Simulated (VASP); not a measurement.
Tl2Se (fluorite type): single point with PBE

Tl2Se (fluorite type):

```xyz
3
Lattice="0.0000 3.7798 3.7798 3.7798 0.0000 3.7798 3.7798 3.7798 0.0000" Properties=species:S:1:pos:R:3 pbc="T T T"
Se    0.0000    0.0000    0.0000
Tl    1.8899    1.8899    1.8899
Tl    5.6697    5.6697    5.6697
```

```yaml
Program: VASP 6.6.1
Task: single point
Functional: PBE
Potentials_or_basis: VASP PAW PBE potentials, release 64 (Se, Tl_d)
Cutoff: 520 eV
k_mesh: 10 × 10 × 10
Occupations: fermi-dirac, width 0.03 eV
Spin: no spin polarisation
```

The pressure is 0.0 GPa. The band gap on the k mesh is 0.12 eV, direct.

Levels at points of the mesh, in eV from the valence-band top:
| k point | band 14 | band 15 | band 16 | band 17 | band 18 | band 19 |
| --- | --- | --- | --- | --- | --- | --- |
| (0.00, 0.00, 0.00) | -1.73 | -1.73 | -1.73 | 1.09 | 1.09 | 1.09 |
| (0.50, 0.00, 0.00) | -2.17 | -2.17 | -0.29 | 1.89 | 1.89 | 3.04 |
| (0.50, 0.50, 0.00) | -2.89 | -2.89 | -0.27 | 0.33 | 3.45 | 3.45 |

Wall time 83 s on 1 thread of Oxide Virtual Turin-like Processor (shared host), peak memory 0.26 GiB.

Caveat: spin-orbit coupling is left out, which moves the levels of the heavy elements. A k mesh can miss the band edges.
